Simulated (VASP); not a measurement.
# Bi (Im-3m) in VASP: a series of runs, part 2 of 2

VASP 6.6.1. The steps go on from the part before.

## 4. Single point, b88 exchange, pbe correlation

This run uses another cell than the first one, of 31.12 Å³/atom.

INCAR

```
  PREC = Accurate
  ENCUT = 500
  EDIFF = 1E-6
  ISMEAR = -1
  SIGMA = 0.05
  LREAL = F
  LASPH = T
  NELM = 120
  ALGO = Normal
  ISIF = 2
  LWAVE = F
  LCHARG = T
  GGA = LIBXC
  LIBXC1 = GGA_X_B88
  LIBXC2 = GGA_C_PBE
  LELF = T
  LVHAR = T
  NBANDS = 14
  GGA_COMPAT = F
```

KPOINTS

```
Automatic mesh
0
Gamma
  9 9 9
```

POSCAR

```
Bi
1.0
   -1.9814305318      1.9814305318      1.9814305318
    1.9814305318     -1.9814305318      1.9814305318
    1.9814305318      1.9814305318     -1.9814305318
Bi
1
Direct
    0.0000000000      0.0000000000      0.0000000000
```

Potentials or basis: VASP PAW PBE potentials, release 64 (Bi_d).

Launch:

```
$ cat potpaw_PBE.64/Bi_d/POTCAR > POTCAR
$ mpirun -np 1 vasp_std > vasp.out
```

OUTCAR:

```text
PREC = Accurate
   ENCUT = 500
   EDIFF = 1E-6
   ISMEAR = -1
   LREAL = F
   LASPH = T
   NELM = 120
   ISIF = 2
   GGA = LIBXC

 ion  position               nearest neighbor table
   1  0.000  0.000  0.000-

  LATTYP: Found a body centered cubic cell.
 ALAT       =     3.9628610636

  Lattice vectors:

 A1 = (  -1.9814305318,   1.9814305318,   1.9814305318)
 A2 = (   1.9814305318,  -1.9814305318,   1.9814305318)
 A3 = (   1.9814305318,   1.9814305318,  -1.9814305318)

Analysis of symmetry for initial positions (statically):
=====================================================================
 Subroutine PRICEL returns:
 Original cell was already a primitive cell.

 Routine SETGRP: Setting up the symmetry group for a
 body centered cubic supercell.

 Subroutine GETGRP returns: Found 48 space group operations
 (whereof 48 operations were pure point group operations)
 out of a pool of 48 trial point group operations.

The static configuration has the point symmetry O_h .

Analysis of symmetry for dynamics (positions and initial velocities):
=====================================================================
 Subroutine PRICEL returns:
 Original cell was already a primitive cell.

 Routine SETGRP: Setting up the symmetry group for a
 body centered cubic supercell.

 Subroutine GETGRP returns: Found 48 space group operations
 (whereof 48 operations were pure point group operations)
 out of a pool of 48 trial point group operations.

The dynamic configuration has the point symmetry O_h .

 Subroutine INISYM returns: Found 48 space group operations
 (whereof 48 operations are pure point group operations),
 and found     1 'primitive' translations

----------------------------------------------------------------------------------------

[... 115 lines left out ...]
   GGA     = LIBXC    functional components
   LHFCALC =     F    Hartree Fock is set to
   AEXX    =    0.0000 exact exchange contribution
   IVDW    =     0    specifies the selected vdW correction
   LEPSILON=     F    determine dielectric tensor
   LRPA    =     F    only Hartree local field effects (RPA)
 non-spin polarized calculation
  energy-cutoff  :      500.00
  volume of cell :       31.12
 maximum number of plane-waves:       802
 NGX is ok and might be reduce to    28
   NGX = 13   NGY = 13   NGZ = 13

 number of electron      14.9999994 magnetization

 Free energy of the ion-electron system (eV)
  ---------------------------------------------------
  ext. energy  EPLUGINS =         0.00000000
  ---------------------------------------------------
  free energy    TOTEN  =        -3.64772175 eV

  energy without entropy =       -3.64365725  energy(sigma->0) =       -3.64568950

 E-fermi :   7.8824     XC(G=0): -10.3176

 val. band max:        7.8810980289   @ k =  -0.2222   0.2222   0.1111
 cond. band min:       8.1076595602   @ k =   0.3333   0.2222   0.1111
 fundamental gap:      0.2265615313
 Fermi energy:         7.8823954361

 k-point     1 :       0.0000    0.0000    0.0000
  band No.  band energies     occupation
      1     -15.1661      2.00000
      2     -15.1661      2.00000
      3     -15.1661      2.00000
      4     -15.0377      2.00000
      5     -15.0377      2.00000
      6      -5.6658      2.00000
      7      12.9569      0.00000
      8      12.9569      0.00000
      9      12.9569      0.00000
     10      17.0315      0.00000
     11      18.3828      0.00000
     12      18.3828      0.00000
     13      18.3828      0.00000
     14      19.5534      0.00000
[... 377 lines left out ...]
      1     -15.1554      2.00000
      2     -15.1214      2.00000
      3     -15.0784      2.00000
      4     -15.0420      2.00000
      5     -14.9675      2.00000
      6      -2.2103      2.00000
      7       3.5059      2.00000
      8       7.0200      2.00000
      9      10.4911      0.00000
     10      15.2849      0.00000
     11      16.7428      0.00000
     12      17.8074      0.00000
     13      19.2729      0.00000
     14      25.5785      0.00000

 [... further k-points ...]

------------------------ aborting loop because EDIFF is reached ----------------------------------------

  FORCE on cell =-STRESS in cart. coord.  units (eV):
  Direction    XX          YY          ZZ          XY          YZ          ZX
  --------------------------------------------------------------------------------------
  -------------------------------------------------------------------------------------
  Total        0.1310910      0.1310910      0.1310910     -0.0000000     -0.0000000      0.0000000
  in kB        6.7497374      6.7497374      6.7497374     -0.0000000     -0.0000000      0.0000000
  external PRESSURE =       6.7497374 kB  Pullay stress =       0.0000000 kB

 VOLUME and BASIS-vectors are now :
 -----------------------------------------------------------------------------
  energy-cutoff  :      500.00
  volume of cell :       31.12
      direct lattice vectors                 reciprocal lattice vectors
    -1.981430532  1.981430532  1.981430532     0.000000000  0.252342937  0.252342937
     1.981430532 -1.981430532  1.981430532     0.252342937  0.000000000  0.252342937
     1.981430532  1.981430532 -1.981430532     0.252342937  0.252342937  0.000000000

 POSITION                                       TOTAL-FORCE (eV/Angst)
 -----------------------------------------------------------------------------------
      0.00000      0.00000      0.00000        -0.000000     -0.000000     -0.000000
 -----------------------------------------------------------------------------------
    total drift:                                0.000000     -0.000000     -0.000000

  FREE ENERGIE OF THE ION-ELECTRON SYSTEM (eV)
  ---------------------------------------------------
  free  energy   TOTEN  =        -3.6477217463 eV

  energy  without entropy=       -3.6436572511  energy(sigma->0) =       -3.64568950
```

OSZICAR:

```text
N       E                     dE             d eps       ncg     rms          rms(c)
DAV:   1     0.115136320723E+03    0.11514E+03   -0.76240E+03   994   0.119E+03
DAV:   2     0.285890771278E+01   -0.11228E+03   -0.10828E+03  1088   0.334E+02
DAV:   3    -0.349418335813E+01   -0.63531E+01   -0.63362E+01  1202   0.779E+01
DAV:   4    -0.364397909349E+01   -0.14980E+00   -0.14977E+00  1272   0.128E+01
DAV:   5    -0.365010723821E+01   -0.61281E-02   -0.61280E-02  1346   0.238E+00    0.434E-01
DAV:   6    -0.364784785481E+01    0.22594E-02   -0.71435E-03  1422   0.104E+00    0.261E-01
DAV:   7    -0.364767042636E+01    0.17743E-03   -0.39978E-03  1292   0.843E-01    0.701E-02
DAV:   8    -0.364772495250E+01   -0.54526E-04   -0.46449E-04  1300   0.318E-01    0.106E-02
DAV:   9    -0.364772235063E+01    0.26019E-05   -0.11081E-05  1314   0.447E-02    0.572E-03
DAV:  10    -0.364772174634E+01    0.60429E-06   -0.21233E-06  1230   0.175E-02
   1 F= -.36477217E+01 E0= -.36456895E+01  d E =-.406450E-02
```

stdout:

```text
POSCAR found type information on POSCAR Bi
 POSCAR found :  1 types and       1 ions
 scaLAPACK will be used
 -----------------------------------------------------------------------------
|                                                                             |
|                                                                             |
|     You enforced a specific xc type in the INCAR file but a different       |
|     I HOPE YOU KNOW WHAT YOU ARE DOING!                                     |
|                                                                             |
 -----------------------------------------------------------------------------

 LDA part: xc-table for (None,None), standard interpolation
 POSCAR, INCAR and KPOINTS ok, starting setup
 FFT: planning ... GRIDC
 FFT: planning ... GRID_SOFT
 FFT: planning ... GRID
 WAVECAR not read
 entering main loop
```

Run time: 27 s. Hardware: 1 thread of Intel Xeon Platinum 8259CL at 2.50GHz (Skylake/Cascade Lake), shared host; peak memory 0.15 GiB.

Results:

* Free energy: -3.6477 eV
* Pressure: 0.7 GPa
* Band gap on the k mesh: zero (an odd number of electrons rules out a gap without spin polarisation)

Caveat: the PAW data sets were made with another functional, which shifts forces and pressure a little; spin-orbit coupling is left out, which moves the levels of the heavy elements.

## 5. Single point, b88 exchange, pbe correlation

This run uses another cell than the first one, of 31.74 Å³/atom.

INCAR

```
SYSTEM = Bi
ALGO     = Normal         ! electronic algorithm
EDIFF    = 1E-6           ! SCF threshold, eV
ENCUT    = 500            ! plane-wave cutoff, eV
GGA      = LIBXC          ! functional
GGA_COMPAT= .False.      
ISIF     = 2              ! what is computed and relaxed
ISMEAR   = -1             ! smearing method
LASPH    = .True.         ! aspherical terms in the spheres
LCHARG   = .False.        ! write CHGCAR
LIBXC1   = GGA_X_B88    
LIBXC2   = GGA_C_PBE    
LREAL    = .False.        ! projectors in reciprocal space
LWAVE    = .False.        ! write WAVECAR
NBANDS   = 14             ! bands
NELM     = 120            ! most SCF steps
PREC     = Accurate       ! precision mode
SIGMA    = 0.05           ! smearing width, eV
```

KPOINTS

```
k-points
0
Gamma
  9 9 9
  0 0 0
```

POSCAR

```
Bi
1.0
   -1.9945529707      1.9945529707      1.9945529707
    1.9945529707     -1.9945529707      1.9945529707
    1.9945529707      1.9945529707     -1.9945529707
Bi
1
Direct
    0.0000000000      0.0000000000      0.0000000000
```

Launch:

```
$ cat potpaw_PBE.64/Bi_d/POTCAR > POTCAR
$ mpirun -np 1 vasp_std > vasp.out
```

Run time: 26 s. Hardware: 1 thread of Intel Xeon Platinum 8259CL at 2.50GHz (Skylake/Cascade Lake), shared host; peak memory 0.15 GiB.

The run converged. Its results:

| Item | Value |
| --- | --- |
| Free energy | -3.6484 eV |
| Pressure | -0.4 GPa |
| Band gap on the k mesh | zero (an odd number of electrons rules out a gap without spin polarisation) |

Levels at points of the mesh, in eV from the Fermi level:
```tsv
k point	band 5	band 6	band 7	band 8	band 9	band 10
(0.00, 0.00, 0.00)	-22.88	-13.38	4.96	4.96	4.96	8.93
```

Caveat: the PAW data sets were made with another functional, which shifts forces and pressure a little; spin-orbit coupling is left out, which moves the levels of the heavy elements.

## 6. Overview

| cell | gap on the mesh (eV) | pressure (GPa) |
| --- | --- | --- |
| a = 3.386 Å, angles 109.5°, 1 atom | none | 3.2 |
| a = 3.409 Å, angles 109.5°, 1 atom | none | 1.9 |
| a = 3.432 Å, angles 109.5°, 1 atom | none | 0.7 |
| a = 3.455 Å, angles 109.5°, 1 atom | none | -0.4 |

Alike in all rows: task single point; level b88 exchange, pbe correlation; potentials or basis VASP PAW PBE potentials, release 64 (Bi_d); no spin polarisation; k mesh 9 × 9 × 9; cutoff (eV) 500; smearing fermi-dirac 0.05 eV.

Caveats: the PAW data sets were made with another functional, which shifts forces and pressure a little; spin-orbit coupling is left out, which moves the levels of the heavy elements; the cell stands under pressure (at least some runs).

Absolute energies hang on the potentials; compare differences alone.
